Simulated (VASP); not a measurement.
# Si2C (P-3m1) in VASP: further runs, part 2 of 3

VASP 6.6.1.

### Step 3. Single point, PBE

This run uses another cell than the first one, of 13.07 Å³/atom.

Input file INCAR:

```
SYSTEM = Si2C
ALGO     = Normal         ! electronic algorithm
EDIFF    = 1E-6           ! SCF threshold, eV
ENCUT    = 520            ! plane-wave cutoff, eV
GGA      = PE             ! functional
ISIF     = 2              ! what is computed and relaxed
ISMEAR   = -1             ! smearing method
LASPH    = .True.         ! aspherical terms in the spheres
LCHARG   = .False.        ! write CHGCAR
LREAL    = .False.        ! projectors in reciprocal space
LWAVE    = .False.        ! write WAVECAR
NBANDS   = 21             ! bands
NELM     = 60             ! most SCF steps
PREC     = Accurate       ! precision mode
SIGMA    = 0.02           ! smearing width, eV
```

Input file KPOINTS:

```
k-points
0
Gamma
  12 12 4
  0 0 0
```

Input file POSCAR:

```
Si2C
1.0
    3.2408154051      0.0000000000      0.0000000000
   -1.6204077026      2.8066284698      0.0000000000
    0.0000000000      0.0000000000      8.6194188106
C Si
2 4
Direct
    0.3333333333      0.6666666667      0.7073864031
    0.6666666667      0.3333333333      0.2926135969
    0.0000000000      0.0000000000      0.3617829049
    0.6666666667      0.3333333333      0.0716173553
    0.0000000000      0.0000000000      0.6382170951
    0.3333333333      0.6666666667      0.9283826447
```

Potentials or basis: VASP PAW PBE potentials, release 64 (C, Si).

On the command line:

```sh
cat potpaw_PBE.64/C/POTCAR potpaw_PBE.64/Si/POTCAR > POTCAR
mpirun -np 1 vasp_std > vasp.out
```

Wall time 37 s (1 thread of AMD EPYC 9R45 (Zen 5), shared host); peak memory 0.2 GiB.

It converged, with:

```yaml
Free_energy: -38.6537 eV
Pressure: -0.1 GPa
Largest_force: 0.017 eV/Å
Band_gap_on_the_k_mesh: zero (bands 12 and 13 overlap by 2.34 eV)
```

Forces on the atoms (eV/Å):
```
C    0.000  0.000  0.005
C    0.000  0.000 -0.005
Si   0.000  0.000  0.007
Si   0.000  0.000 -0.017
Si   0.000  0.000 -0.007
Si   0.000  0.000  0.017
```

Stress tensor (GPa, compression positive):
```
-0.04  0.00  0.00
 0.00 -0.04  0.00
 0.00  0.00 -0.12
```

Levels at points of the mesh, in eV from the Fermi level:
| k point | band 8 | band 9 | band 10 | band 11 | band 12 | band 13 | band 14 | band 15 | band 16 | band 17 |
| --- | --- | --- | --- | --- | --- | --- | --- | --- | --- | --- |
| (0.00, 0.00, 0.00) | -3.04 | -3.04 | -1.72 | -0.05 | 1.55 | 1.55 | 2.31 | 2.64 | 3.71 | 3.71 |
| (0.50, 0.00, 0.00) | -5.16 | -4.77 | -4.36 | -3.88 | -1.04 | -0.79 | 0.54 | 1.91 | 2.35 | 3.55 |
| (0.00, 0.00, 0.50) | -3.08 | -3.01 | -3.01 | 1.22 | 1.49 | 1.49 | 2.19 | 2.53 | 3.95 | 3.95 |
| (0.50, 0.00, 0.50) | -5.86 | -4.69 | -4.48 | -2.97 | -0.94 | 0.23 | 0.68 | 1.74 | 1.96 | 2.18 |

### Step 4. Single point, r2SCAN

Input file POSCAR:

```
Si2C
1.0
    3.2323115078      0.0000000000      0.0000000000
   -1.6161557539      2.7992638787      0.0000000000
    0.0000000000      0.0000000000      8.5631787368
C Si
2 4
Direct
    0.3333333333      0.6666666667      0.7077814570
    0.6666666667      0.3333333333      0.2922185430
    0.0000000000      0.0000000000      0.3616305315
    0.6666666667      0.3333333333      0.0708569070
    0.0000000000      0.0000000000      0.6383694685
    0.3333333333      0.6666666667      0.9291430930
```

Input file INCAR.step1:

```
PREC = Accurate ; ENCUT = 520
ISMEAR = -1 ; SIGMA = 0.02
LREAL = F ; LASPH = T
NELM = 80 ; NBANDS = 21
GGA = PE ; ALGO = Normal
EDIFF = 1E-4 ; LWAVE = T
LCHARG = F
```

Input file INCAR.step2:

```
PREC = Accurate ; ENCUT = 520
EDIFF = 1E-6 ; ISMEAR = -1
SIGMA = 0.02 ; LREAL = F
LASPH = T ; NELM = 80
ALGO = Normal ; ISIF = 2
LWAVE = F ; LCHARG = F
METAGGA = R2SCAN ; LMIXTAU = T
NBANDS = 21 ; ISTART = 1
```

Input file KPOINTS:

```
regular mesh
0
Gamma
  12 12 4
```

On the command line:

```sh
cat potpaw_PBE.64/C/POTCAR potpaw_PBE.64/Si/POTCAR > POTCAR
cp INCAR.step1 INCAR
mpirun -np 1 vasp_std > vasp.out
cp INCAR.step2 INCAR
mpirun -np 1 vasp_std > vasp.out
```

It took 2.5 min on 1 thread of AMD EPYC 9R45 (Zen 5), shared host; peak memory 0.21 GiB.

The run converged. Its results:

```
Free energy            : -53.6166 eV
Pressure               : -0.1 GPa
Largest force          : 0.025 eV/Å
Band gap on the k mesh : zero (bands 12 and 13 overlap by 2.21 eV)
```

Forces in eV/Å, atoms in the order of the input:
```
C    0.000  0.000  0.017
C    0.000  0.000 -0.017
Si   0.000  0.000  0.014
Si   0.000  0.000 -0.025
Si   0.000  0.000 -0.014
Si   0.000  0.000  0.025
```

Stress tensor (GPa, compression positive):
```
-0.07  0.00  0.00
 0.00 -0.07  0.00
 0.00  0.00 -0.30
```

Levels at points of the mesh, in eV from the Fermi level:
| k point | band 9 | band 10 | band 11 | band 12 | band 13 | band 14 | band 15 | band 16 |
| --- | --- | --- | --- | --- | --- | --- | --- | --- |
| (0.00, 0.00, 0.00) | -3.44 | -2.00 | -0.07 | 1.41 | 1.41 | 2.54 | 2.85 | 3.80 |
| (0.50, 0.00, 0.00) | -5.28 | -4.83 | -4.30 | -1.38 | -0.80 | 0.55 | 2.09 | 2.41 |
| (0.00, 0.00, 0.50) | -3.41 | -3.41 | 1.21 | 1.34 | 1.34 | 2.41 | 2.75 | 4.06 |
| (0.50, 0.00, 0.50) | -5.18 | -4.96 | -3.35 | -1.26 | 0.20 | 0.75 | 1.88 | 2.14 |

Caveat: the PAW data sets were made with another functional, which shifts forces and pressure a little.

### Step 5. Single point, r2SCAN

POSCAR is that of step 4.

Input file INCAR.step1:

```
SYSTEM = Si2C
PREC = Accurate
ENCUT = 520
ISMEAR = -1
SIGMA = 0.02
LREAL = .FALSE.
LASPH = .TRUE.
NELM = 80
NBANDS = 21
GGA = PE
ALGO = Normal
EDIFF = 1E-4
LWAVE = .TRUE.
LCHARG = .FALSE.
```

Input file INCAR.step2:

```
SYSTEM = Si2C
PREC = Accurate
ENCUT = 520
EDIFF = 1E-6
ISMEAR = -1
SIGMA = 0.02
LREAL = .FALSE.
LASPH = .TRUE.
NELM = 80
ALGO = Normal
ISIF = 2
LWAVE = .FALSE.
LCHARG = .TRUE.
METAGGA = R2SCAN
LMIXTAU = .TRUE.
LELF = .TRUE.
LVHAR = .TRUE.
NBANDS = 21
ISTART = 1
```

Input file KPOINTS:

```
Automatic mesh
0
G
  12 12 4
  0 0 0
```

Potentials or basis: VASP PAW PBE potentials, release 64 (C, Si).

On the command line:

```sh
cat potpaw_PBE.64/C/POTCAR potpaw_PBE.64/Si/POTCAR > POTCAR
cp INCAR.step1 INCAR
mpirun -np 1 vasp_std > vasp.out
cp INCAR.step2 INCAR
mpirun -np 1 vasp_std > vasp.out
```

OUTCAR:

```text
SYSTEM = Si2C
   PREC = Accurate
   ENCUT = 520
   EDIFF = 1E-6
   ISMEAR = -1
   LREAL = .FALSE.
   LASPH = .TRUE.
   NELM = 80
   ISIF = 2
   METAGGA = R2SCAN
   ISTART = 1

 ion  position               nearest neighbor table
   1  0.333  0.667  0.708-   6 1.90   5 1.96   5 1.96   5 1.96
   2  0.667  0.333  0.292-   4 1.90   3 1.96   3 1.96   3 1.96
   3  0.000  0.000  0.362-   2 1.96   2 1.96   2 1.96   5 2.37   4 3.11   4 3.11   4 3.11
   4  0.667  0.333  0.071-   2 1.90   6 2.23   6 2.23   6 2.23   3 3.11   3 3.11   3 3.11
   5  0.000  0.000  0.638-   1 1.96   1 1.96   1 1.96   3 2.37   6 3.11   6 3.11   6 3.11
   6  0.333  0.667  0.929-   1 1.90   4 2.23   4 2.23   4 2.23   5 3.11   5 3.11   5 3.11

  LATTYP: Found a hexagonal cell.
 ALAT       =     3.2323115078
 C/A-ratio  =     2.6492430312

  Lattice vectors:

 A1 = (   3.2323115078,   0.0000000000,   0.0000000000)
 A2 = (  -1.6161557539,   2.7992638787,   0.0000000000)
 A3 = (   0.0000000000,   0.0000000000,   8.5631787368)

Analysis of symmetry for initial positions (statically):
=====================================================================
 Subroutine PRICEL returns:
[... 183 lines left out ...]
 Fermi energy:         9.2907935145

 k-point     1 :       0.0000    0.0000    0.0000
  band No.  band energies     occupation
      1      -7.9201      2.00000
      2      -7.0815      2.00000
      3      -4.6069      2.00000
      4       0.3562      2.00000
      5       0.8521      2.00000
      6       5.8391      2.00000
[... 565 lines left out ...]
     20      14.6866      0.00000
     21      15.3959      0.00000

 [... further k-points ...]

------------------------ aborting loop because EDIFF is reached ----------------------------------------

  FORCE on cell =-STRESS in cart. coord.  units (eV):
  Direction    XX          YY          ZZ          XY          YZ          ZX
  --------------------------------------------------------------------------------------
  -------------------------------------------------------------------------------------
  Total       -0.0360264     -0.0360264     -0.1444479     -0.0000000      0.0000000      0.0000000
  in kB       -0.7449719     -0.7449719     -2.9869622     -0.0000000      0.0000000      0.0000000
  external PRESSURE =      -1.4923020 kB  Pullay stress =       0.0000000 kB

 VOLUME and BASIS-vectors are now :
 -----------------------------------------------------------------------------
  energy-cutoff  :      520.00
  volume of cell :       77.48
      direct lattice vectors                 reciprocal lattice vectors
     3.232311508  0.000000000  0.000000000     0.309376122  0.178618387  0.000000000
    -1.616155754  2.799263879  0.000000000     0.000000000  0.357236775  0.000000000
     0.000000000  0.000000000  8.563178737     0.000000000  0.000000000  0.116779064

 POSITION                                       TOTAL-FORCE (eV/Angst)
 -----------------------------------------------------------------------------------
     -0.00000      1.86618      6.06086         0.000000     -0.000000      0.017266
      1.61616      0.93309      2.50232        -0.000000      0.000000     -0.017266
      0.00000      0.00000      3.09671        -0.000000      0.000000      0.014457
      1.61616      0.93309      0.60676         0.000000     -0.000000     -0.025217
      0.00000      0.00000      5.46647         0.000000      0.000000     -0.014457
     -0.00000      1.86618      7.95642        -0.000000      0.000000      0.025217
 -----------------------------------------------------------------------------------
    total drift:                                0.000000      0.000000     -0.000000

  FREE ENERGIE OF THE ION-ELECTRON SYSTEM (eV)
  ---------------------------------------------------
  free  energy   TOTEN  =       -53.6166169697 eV

  energy  without entropy=      -53.6147209912  energy(sigma->0) =      -53.61566898
```

OUTCAR.step1:

```text
SYSTEM = Si2C
   PREC = Accurate
   ENCUT = 520
   ISMEAR = -1
   LREAL = .FALSE.
   LASPH = .TRUE.
   NELM = 80
[... 811 lines left out ...]
      1.61616      0.93309      0.60676         0.000000      0.000000      0.230886
      0.00000      0.00000      5.46647        -0.000000     -0.000000      0.014883
     -0.00000      1.86618      7.95642         0.000000      0.000000     -0.230886
 -----------------------------------------------------------------------------------
    total drift:                                0.000000      0.000000      0.000000

  FREE ENERGIE OF THE ION-ELECTRON SYSTEM (eV)
  ---------------------------------------------------
  free  energy   TOTEN  =       -38.6456837062 eV

  energy  without entropy=      -38.6437456125  energy(sigma->0) =      -38.64471466
```

OSZICAR.step1:

```text
N       E                     dE             d eps       ncg     rms          rms(c)
DAV:   1     0.517207775592E+02    0.51721E+02   -0.10565E+04  2898   0.100E+03
DAV:   2    -0.368404243845E+02   -0.88561E+02   -0.84458E+02  3674   0.167E+02
DAV:   3    -0.418958573495E+02   -0.50554E+01   -0.49965E+01  3809   0.369E+01
DAV:   4    -0.419588014166E+02   -0.62944E-01   -0.62884E-01  3781   0.476E+00
DAV:   5    -0.419595152829E+02   -0.71387E-03   -0.71381E-03  3866   0.494E-01    0.125E+01
DAV:   6    -0.387543063708E+02    0.32052E+01   -0.86093E+00  3322   0.144E+01    0.624E+00
DAV:   7    -0.386748449187E+02    0.79461E-01   -0.12431E+00  3691   0.575E+00    0.276E+00
DAV:   8    -0.386469329671E+02    0.27912E-01   -0.90312E-02  3487   0.165E+00    0.816E-01
DAV:   9    -0.386454370460E+02    0.14959E-02   -0.13348E-02  3623   0.681E-01    0.185E-01
DAV:  10    -0.386456109141E+02   -0.17387E-03   -0.15927E-03  3697   0.209E-01    0.969E-02
DAV:  11    -0.386456837062E+02   -0.72792E-04   -0.41602E-04  3389   0.106E-01
   1 F= -.38645684E+02 E0= -.38644715E+02  d E =-.193809E-02
```

Wall time 2.3 min (1 thread of AMD EPYC 9R45 (Zen 5), shared host); peak memory 0.21 GiB.

What came out:

- Free energy: -53.6166 eV
- Pressure: -0.1 GPa
- Largest force: 0.025 eV/Å
- Band gap on the k mesh: zero (bands 12 and 13 overlap by 2.21 eV)

Forces in eV/Å, atoms in the order of the input:
```
C    0.000  0.000  0.017
C    0.000  0.000 -0.017
Si   0.000  0.000  0.014
Si   0.000  0.000 -0.025
Si   0.000  0.000 -0.014
Si   0.000  0.000  0.025
```

Levels at points of the mesh, in eV from the Fermi level:
```csv
k point,band 8,band 9,band 10,band 11,band 12,band 13,band 14,band 15,band 16,band 17
"(0.00, 0.00, 0.00)",-3.44,-3.44,-2.00,-0.07,1.41,1.41,2.54,2.85,3.80,3.80
"(0.50, 0.00, 0.00)",-5.64,-5.28,-4.83,-4.30,-1.38,-0.80,0.55,2.09,2.41,3.89
"(0.00, 0.00, 0.50)",-3.48,-3.41,-3.41,1.21,1.34,1.34,2.41,2.75,4.06,4.06
"(0.50, 0.00, 0.50)",-6.39,-5.18,-4.96,-3.35,-1.26,0.20,0.75,1.88,2.14,2.33
```

Caveat: the PAW data sets were made with another functional, which shifts forces and pressure a little.

(Part 2 of 3 ends here.)
